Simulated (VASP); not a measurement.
Write the native input for VASP 6.6.1 that does the following.

| Item | Value |
| --- | --- |
| Task | single point |
| Functional | RPBE |
| Potentials or basis | VASP PAW PBE potentials, release 64 (Y_sv) |
| Cutoff | 520 eV |
| k mesh | 11 × 11 × 3 |
| Occupations | fermi-dirac, width 0.1 eV |
| Spin | no spin polarisation |
| Dipole correction | no |
| Further INCAR settings | ALGO = Normal; EDIFF = 1e-06; NBANDS = 30 |

The structure of Y lies in POSCAR:

```
Y
1.0
    3.6077826050      0.0000000000      0.0000000000
   -1.8038913025      3.1244313873      0.0000000000
    0.0000000000      0.0000000000     11.5765335876
Y
4
Direct
    1.0000000000      0.0000000000      1.0000000000
    0.0000000000      0.0000000000      0.5000000000
    0.3333333333      0.6666666667      0.2500000000
    0.6666666667      0.3333333333      0.7500000000
```

This cell differs from its parent crystal: volume scaled by 0.96.

One way to write it, as run:

INCAR

```
SYSTEM = Y
PREC     = Accurate       ! precision mode
ENCUT    = 520            ! plane-wave cutoff, eV
EDIFF    = 1E-6           ! SCF threshold, eV
ISMEAR   = -1             ! smearing method
SIGMA    = 0.1            ! smearing width, eV
LREAL    = .False.        ! projectors in reciprocal space
LASPH    = .True.         ! aspherical terms in the spheres
NELM     = 80             ! most SCF steps
ALGO     = Normal         ! electronic algorithm
ISIF     = 2              ! what is computed and relaxed
LWAVE    = .False.        ! write WAVECAR
LCHARG   = .False.        ! write CHGCAR
GGA      = RP             ! functional
NBANDS   = 30             ! bands
```

KPOINTS

```
Automatic mesh
0
Gamma
  11 11 3
  0 0 0
```

Potentials or basis: VASP PAW PBE potentials, release 64 (Y_sv).

Command:

```console
$ cat potpaw_PBE.64/Y_sv/POTCAR > POTCAR
$ mpirun -np 1 vasp_std > vasp.out
```

It gave:

```
Pressure               : 1.4 GPa
Band gap on the k mesh : zero (band 22 reaches 3.96 eV, above the bottom of band 23 at 2.85 eV)
```

Caveat: the PAW data sets were made with another functional, which shifts forces and pressure a little.

Wall time 2.5 min on 1 thread of Oxide Virtual Turin-like Processor, on a shared host, peak memory 0.26 GiB.
